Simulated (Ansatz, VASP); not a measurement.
## KBr: VASP beside Ansatz

```
CELL_PARAMETERS angstrom
0.41090 3.49268 3.49268
3.49268 0.41090 3.49268
3.49268 3.49268 0.41090
ATOMIC_POSITIONS crystal
K 0.00000 0.00000 0.00000
Br 0.50000 0.50000 0.50000
```

Alike in both runs: task single point; functional PBEsol; k mesh 8 × 8 × 8; occupations gaussian, width 0.05 eV; no spin polarisation.

```csv
,VASP,Ansatz
version,VASP 6.6.1,Ansatz 0.2.0
potentials or method,"VASP PAW PBE potentials, release 64 (K_sv, Br), cutoff 520 eV","scalar-relativistic, plane waves, PAW"
valence electrons in the cell,16,16
```

```tsv
	VASP	Ansatz	Ansatz less VASP
gap on the k mesh at the Fermi level (eV)	3.96	3.96	+0.003
least direct gap on the mesh (eV)	3.96	3.96	+0.003
pressure (GPa)	-0.2	-0.2	-0.05
traceless stress, the component that is largest in VASP (GPa)	-0.88	-0.89	-0.006
```

VASP's potentials were made for PBE, not for PBEsol.
